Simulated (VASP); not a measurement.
# Fe2O5 (cubic X2O5 type) (Pn-3m) in VASP: further runs

Fe2O5 (cubic X2O5 type) is run at these levels: PBE; tasks: single point.

Everything below comes from runs of VASP 6.6.1. Logs are shortened: lines on timing, memory, paths and dates and some standing lists are left out, and cuts for length are marked.

**1. The cell of the first run**

The structure is cubic, space group Pn-3m (No. 224). Conventional cell: a = 4.877 Å, b = 4.877 Å, c = 4.877 Å, α = 90.00°, β = 90.00°, γ = 90.00°. Within 2.8 Å of Fe (site symmetry -3m) lie 12 O at 2.11 to 2.44 Å. Within 2.8 Å of O (site symmetry -3m) lie 6 O at 2.11 Å and 6 Fe at 2.44 Å. O (site symmetry -42m) has 4 Fe at 2.11 Å and 8 O at 2.11 to 2.44 Å within 2.8 Å.

**2. Single point, PBE**

Contents of INCAR:

```
SYSTEM = Fe2O5
  PREC = Accurate
  ENCUT = 520
  EDIFF = 1E-7
  ISMEAR = -1
  SIGMA = 0.06122561905347299
  LREAL = .False.
  LASPH = .True.
  NELM = 100
  ALGO = Normal
  ISIF = 2
  LWAVE = .False.
  LCHARG = .False.
  GGA = PE
  NBANDS = 59
```

Contents of KPOINTS:

```
regular mesh
0
Gamma
  11 11 11
  0 0 0
```

Contents of POSCAR:

```
Fe2O5
1.0
    4.8770751343      0.0000000000      0.0000000000
    0.0000000000      4.8770751343      0.0000000000
    0.0000000000      0.0000000000      4.8770751343
Fe O
4 10
Direct
    0.0000000000      0.0000000000      0.0000000000
    0.5000000000      0.5000000000      0.0000000000
    0.5000000000      0.0000000000      0.5000000000
    0.0000000000      0.5000000000      0.5000000000
    0.5000000000      0.0000000000      0.0000000000
    0.0000000000      0.5000000000      0.0000000000
    0.0000000000      0.0000000000      0.5000000000
    0.5000000000      0.5000000000      0.5000000000
    0.7500000000      0.7500000000      0.2500000000
    0.7500000000      0.2500000000      0.7500000000
    0.2500000000      0.7500000000      0.7500000000
    0.7500000000      0.2500000000      0.2500000000
    0.2500000000      0.7500000000      0.2500000000
    0.2500000000      0.2500000000      0.7500000000
```

Potentials or basis: VASP PAW PBE potentials, release 64 (Fe, O).

Started as:

```bash
$ cat potpaw_PBE.64/Fe/POTCAR potpaw_PBE.64/O/POTCAR > POTCAR
$ mpirun -np 1 vasp_std > vasp.out
```

OUTCAR:

```text
SYSTEM = Fe2O5
   PREC = Accurate
   ENCUT = 520
   EDIFF = 1E-7
   ISMEAR = -1
   LREAL = .False.
   LASPH = .True.
   NELM = 100
   ISIF = 2
   GGA = PE

 ion  position               nearest neighbor table
   1  0.000  0.000  0.000-   9 2.11  10 2.11  11 2.11  12 2.11  13 2.11  14 2.11   5 2.44   6 2.44
                             7 2.44   7 2.44   6 2.44   5 2.44
   2  0.500  0.500  0.000-   9 2.11  10 2.11  11 2.11  12 2.11  13 2.11  14 2.11   5 2.44   6 2.44
                             8 2.44   8 2.44   5 2.44   6 2.44
   3  0.500  0.000  0.500-   9 2.11  10 2.11  11 2.11  12 2.11  13 2.11  14 2.11   5 2.44   7 2.44
                             8 2.44   5 2.44   8 2.44   7 2.44
   4  0.000  0.500  0.500-   9 2.11  10 2.11  11 2.11  12 2.11  13 2.11  14 2.11   6 2.44   7 2.44
                             8 2.44   6 2.44   7 2.44   8 2.44
   5  0.500  0.000  0.000-   1 2.44   2 2.44   3 2.44   3 2.44   2 2.44   1 2.44
   6  0.000  0.500  0.000-   1 2.44   2 2.44   4 2.44   4 2.44   1 2.44   2 2.44
   7  0.000  0.000  0.500-   1 2.44   3 2.44   4 2.44   1 2.44   4 2.44   3 2.44
   8  0.500  0.500  0.500-   2 2.44   3 2.44   4 2.44   2 2.44   3 2.44   4 2.44
   9  0.750  0.750  0.250-   1 2.11   2 2.11   3 2.11   4 2.11
  10  0.750  0.250  0.750-   1 2.11   2 2.11   3 2.11   4 2.11
  11  0.250  0.750  0.750-   1 2.11   2 2.11   3 2.11   4 2.11
  12  0.750  0.250  0.250-   1 2.11   2 2.11   3 2.11   4 2.11
  13  0.250  0.750  0.250-   1 2.11   2 2.11   3 2.11   4 2.11
  14  0.250  0.250  0.750-   1 2.11   2 2.11   3 2.11   4 2.11

  LATTYP: Found a simple cubic cell.
 ALAT       =     4.8770751343

  Lattice vectors:

 A1 = (   4.8770751343,   0.0000000000,   0.0000000000)
 A2 = (   0.0000000000,   4.8770751343,   0.0000000000)
 A3 = (   0.0000000000,   0.0000000000,   4.8770751343)

Analysis of symmetry for initial positions (statically):
=====================================================================
 Subroutine PRICEL returns:
 Original cell was already a primitive cell.

 Routine SETGRP: Setting up the symmetry group for a
 simple cubic supercell.

 Subroutine GETGRP returns: Found 48 space group operations
 (whereof 12 operations were pure point group operations)
 out of a pool of 48 trial point group operations.

The static configuration has the point symmetry D_3d.
 The point group associated with its full space group is O_h .

Analysis of symmetry for dynamics (positions and initial velocities):
=====================================================================
 Subroutine PRICEL returns:
 Original cell was already a primitive cell.

 Routine SETGRP: Setting up the symmetry group for a
 simple cubic supercell.

 Subroutine GETGRP returns: Found 48 space group operations
 (whereof 12 operations were pure point group operations)
 out of a pool of 48 trial point group operations.

The dynamic configuration has the point symmetry D_3d.
 The point group associated with its full space group is O_h .

 Subroutine INISYM returns: Found 48 space group operations
 (whereof 12 operations are pure point group operations),
 and found     1 'primitive' translations

----------------------------------------------------------------------------------------

                                     Primitive cell

  volume of cell :     116.0054

  direct lattice vectors                    reciprocal lattice vectors
     4.877075134  0.000000000  0.000000000     0.205040926  0.000000000  0.000000000
     0.000000000  4.877075134  0.000000000     0.000000000  0.205040926  0.000000000
     0.000000000  0.000000000  4.877075134     0.000000000  0.000000000  0.205040926

  length of vectors
     4.877075134  4.877075134  4.877075134     0.205040926  0.205040926  0.205040926

  position of ions in fractional coordinates (direct lattice)
     0.000000000  0.000000000  0.000000000
     0.500000000  0.500000000  0.000000000
     0.500000000  0.000000000  0.500000000
     0.000000000  0.500000000  0.500000000
     0.500000000  0.000000000  0.000000000
     0.000000000  0.500000000  0.000000000
     0.000000000  0.000000000  0.500000000
     0.500000000  0.500000000  0.500000000
     0.750000000  0.750000000  0.250000000
     0.750000000  0.250000000  0.750000000
[... 33 lines left out ...]
     0.018640084  0.000000000  0.000000000     0.090909091  0.000000000  0.000000000
     0.000000000  0.018640084  0.000000000     0.000000000  0.090909091  0.000000000
     0.000000000  0.000000000  0.018640084     0.000000000  0.000000000  0.090909091

  Length of vectors
     0.018640084  0.018640084  0.018640084

  Shift w.r.t. Gamma in fractional coordinates (k-lattice)
     0.000000000  0.000000000  0.000000000

 Subroutine IBZKPT returns following result:
 ===========================================

 Found     56 irreducible k-points:

 Following reciprocal coordinates:
            Coordinates               Weight
  0.000000  0.000000  0.000000      1.000000
  0.090909  0.000000  0.000000      6.000000
  0.181818  0.000000  0.000000      6.000000
  0.272727  0.000000  0.000000      6.000000
  0.363636  0.000000  0.000000      6.000000
  0.454545  0.000000  0.000000      6.000000
[... 16 lines left out ...]
  0.181818  0.090909  0.090909     24.000000
  0.272727  0.090909  0.090909     24.000000
 [... further k-points ...]
   k-points           NKPTS =     56   k-points in BZ     NKDIM =     56   number of bands    NBANDS=     59
   number of dos      NEDOS =    301   number of ions     NIONS =     14
   total plane-waves  NPLWV =  46656
   dimension x,y,z NGX =    36 NGY =   36 NGZ =   36
   dimension x,y,z NGXF=    72 NGYF=   72 NGZF=   72
   ions per type =               4  10
   NGX,Y,Z   is equivalent  to a cutoff of  12.27, 12.27, 12.27 a.u.
   NGXF,Y,Z  is equivalent  to a cutoff of  24.54, 24.54, 24.54 a.u.
 SYSTEM =  Fe2O5
   PREC   = accura    normal or accurate (medium, high low for compatibility)
   ISTART =      0    job   : 0-new  1-cont  2-samecut
   ICHARG =      2    charge: 1-file 2-atom 10-const
   ISPIN  =      1    spin polarized calculation?
   LNONCOLLINEAR =      F non collinear calculations
   LSORBIT =      F    spin-orbit coupling
   LASPH  =      T    aspherical Exc in radial PAW
   ENCUT  =  520.0 eV  38.22 Ry    6.18 a.u.   9.07  9.07  9.07*2*pi/ulx,y,z
   NELM   =    100;   NELMIN=  2; NELMDL= -5     # of ELM steps
   EDIFF  = 0.1E-06   stopping-criterion for ELM
   LREAL  =      F    real-space projection
   EDIFFG = 0.1E-05   stopping-criterion for IOM
   NSW    =      0    number of steps for IOM
   IBRION =     -1    ionic relax: 0-MD 1-quasi-New 2-CG
   NFREE  =      0    steps in history (QN), initial steepest desc. (CG)
   ISIF   =      2    stress and relaxation
   ISYM   =      2    0-nonsym 1-usesym 2-fastsym
   POTIM  = 0.5000    time-step for ionic-motion
   TEBEG  =    0.0;   TEEND  =   0.0 temperature during run
   PSTRESS=    0.0 pullay stress
   NELECT =      92.0000    total number of electrons
   NUPDOWN=      -1.0000    fix difference up-down
   EMIN   =  10.00;   EMAX   =-10.00  energy-range for DOS
   EFERMI =   0.00;   METHOD = LEGACY
   ISMEAR =    -1;   SIGMA  =   0.06  broadening in eV -4-tet -1-fermi 0-gaus
   EFERMI_NEDOS =   21; number of points for ismear=-14 and -15
   IALGO  =     38    algorithm
   IMIX   =      4    mixing-type and parameters
     AMIX     =   0.40;   BMIX     =  1.00
     AMIX_MAG =   1.60;   BMIX_MAG =  1.00
  volume/ion in A,a.u.               =       8.29        55.92
  Fermi-wavevector in a.u.,A,eV,Ry     =   1.515344  2.863586 31.242629  2.296268
  Thomas-Fermi vector in A             =   2.624881
   LORBIT       =      0    0 simple, 1 ext, 2 COOP (PROOUT), +10 PAW based schemes
   GGA     = PE    functional components
   LHFCALC =     F    Hartree Fock is set to
   AEXX    =    0.0000 exact exchange contribution
   IVDW    =     0    specifies the selected vdW correction
   LEPSILON=     F    determine dielectric tensor
   LRPA    =     F    only Hartree local field effects (RPA)
 non-spin polarized calculation
  energy-cutoff  :      520.00
  volume of cell :      116.01
 maximum number of plane-waves:      3136
   NGX = 19   NGY = 19   NGZ = 19

 number of electron      91.9999913 magnetization

 Free energy of the ion-electron system (eV)
  ---------------------------------------------------
  ext. energy  EPLUGINS =         0.00000000
  ---------------------------------------------------
  free energy    TOTEN  =       -73.52234021 eV

  energy without entropy =      -73.27193204  energy(sigma->0) =      -73.39713612

 E-fermi :   4.9264     XC(G=0): -12.6834

 val. band max:        4.9238563847   @ k =   0.1818   0.0000   0.0000
 cond. band min:       4.9301490757   @ k =   0.3636   0.1818   0.0909
 fundamental gap:      0.0062926910
 Fermi energy:         4.9263654838

 k-point     1 :       0.0000    0.0000    0.0000
  band No.  band energies     occupation
      1     -16.6458      2.00000
      2     -14.1153      2.00000
      3     -14.1153      2.00000
      4     -13.2691      2.00000
      5     -13.2691      2.00000
      6     -13.2691      2.00000
[... 1453 lines left out ...]
     57       6.3947      0.00000
     58       6.4591      0.00000

 [... further k-points ...]

 [bands above 58 left out]

------------------------ aborting loop because EDIFF is reached ----------------------------------------

  FORCE on cell =-STRESS in cart. coord.  units (eV):
  Direction    XX          YY          ZZ          XY          YZ          ZX
  --------------------------------------------------------------------------------------
  -------------------------------------------------------------------------------------
  Total        0.1516025      0.1516025      0.1516025      0.0000000     -0.0000000     -0.0000000
  in kB        2.0938171      2.0938171      2.0938171      0.0000000     -0.0000000     -0.0000000
  external PRESSURE =       2.0938171 kB  Pullay stress =       0.0000000 kB

 VOLUME and BASIS-vectors are now :
 -----------------------------------------------------------------------------
  energy-cutoff  :      520.00
  volume of cell :      116.01
      direct lattice vectors                 reciprocal lattice vectors
     4.877075134  0.000000000  0.000000000     0.205040926  0.000000000  0.000000000
     0.000000000  4.877075134  0.000000000     0.000000000  0.205040926  0.000000000
     0.000000000  0.000000000  4.877075134     0.000000000  0.000000000  0.205040926

 POSITION                                       TOTAL-FORCE (eV/Angst)
 -----------------------------------------------------------------------------------
      0.00000      0.00000      0.00000        -0.000000     -0.000000      0.000000
      2.43854      2.43854      0.00000        -0.000000     -0.000000      0.000000
      2.43854      0.00000      2.43854        -0.000000     -0.000000      0.000000
      0.00000      2.43854      2.43854        -0.000000     -0.000000      0.000000
      2.43854      0.00000      0.00000        -0.000000     -0.000000      0.000000
      0.00000      2.43854      0.00000        -0.000000     -0.000000      0.000000
      0.00000      0.00000      2.43854        -0.000000     -0.000000      0.000000
      2.43854      2.43854      2.43854        -0.000000     -0.000000      0.000000
      3.65781      3.65781      1.21927         0.000000      0.000000     -0.000000
      3.65781      1.21927      3.65781         0.000000     -0.000000      0.000000
      1.21927      3.65781      3.65781         0.000000      0.000000      0.000000
      3.65781      1.21927      1.21927        -0.000000      0.000000     -0.000000
      1.21927      3.65781      1.21927        -0.000000     -0.000000     -0.000000
      1.21927      1.21927      3.65781         0.000000     -0.000000     -0.000000
 -----------------------------------------------------------------------------------
    total drift:                                0.000000      0.000000      0.000000

  FREE ENERGIE OF THE ION-ELECTRON SYSTEM (eV)
  ---------------------------------------------------
  free  energy   TOTEN  =       -73.5223402068 eV

  energy  without entropy=      -73.2719320376  energy(sigma->0) =      -73.39713612
```

Run time: 4.4 min. Hardware: 1 thread of Intel Xeon 6975P-C (Granite Rapids), shared host; peak memory 0.38 GiB.

Results:

| Item | Value |
| --- | --- |
| Free energy | -73.5223 eV |
| Pressure | 0.2 GPa |
| Band gap on the k mesh | zero (bands 46 and 47 overlap by 0.72 eV) |

Caveat: the run has no spin polarisation, though such a crystal can be magnetic; semilocal functionals often make such compounds metallic where correlation or magnetic order opens a gap, which also shifts bond lengths. Spin polarisation is off, so any magnetic state and its effect on volume and gap are missing.

**3. Single point, PBE**

This run uses another cell than the first one, of 8.45 Å³/atom.

Contents of INCAR:

```
SYSTEM = Fe2O5
PREC = Accurate ; ENCUT = 520
EDIFF = 1E-7 ; ISMEAR = -1
SIGMA = 0.06122561905347299 ; LREAL = .False.
LASPH = .True. ; NELM = 80
ALGO = Normal ; ISIF = 2
LWAVE = .False. ; LCHARG = .True.
GGA = PE ; LELF = .True.
LVHAR = .True. ; NBANDS = 59
```

KPOINTS is that of step 2.

Changes to POSCAR since step 2:

```diff
@@ -2,5 +2,5 @@
 1.0
-    4.8770751343      0.0000000000      0.0000000000
-    0.0000000000      4.8770751343      0.0000000000
-    0.0000000000      0.0000000000      4.8770751343
+    4.9093745864      0.0000000000      0.0000000000
+    0.0000000000      4.9093745864      0.0000000000
+    0.0000000000      0.0000000000      4.9093745864
 Fe O
```

Potentials or basis: VASP PAW PBE potentials, release 64 (Fe, O).

Started as:

```bash
$ cat potpaw_PBE.64/Fe/POTCAR potpaw_PBE.64/O/POTCAR > POTCAR
$ mpirun -np 1 vasp_std > vasp.out
```

Wall time 6 min (1 thread of Intel Xeon 6975P-C (Granite Rapids), shared host); peak memory 0.41 GiB.

It converged, with:

```
Free energy            : -73.5009 eV
Pressure               : -3.8 GPa
Band gap on the k mesh : zero (bands 46 and 47 overlap by 0.69 eV)
```

Levels at points of the mesh, in eV from the Fermi level:
| k point | band 44 | band 45 | band 46 | band 47 | band 48 | band 49 | band 50 | band 51 |
| --- | --- | --- | --- | --- | --- | --- | --- | --- |
| (0.00, 0.00, 0.00) | -0.24 | -0.24 | -0.16 | -0.16 | -0.16 | 0.14 | 0.14 | 0.14 |

Caveat: the cell stands under tension; the run has no spin polarisation, though such a crystal can be magnetic; semilocal functionals often make such compounds metallic where correlation or magnetic order opens a gap, which also shifts bond lengths.
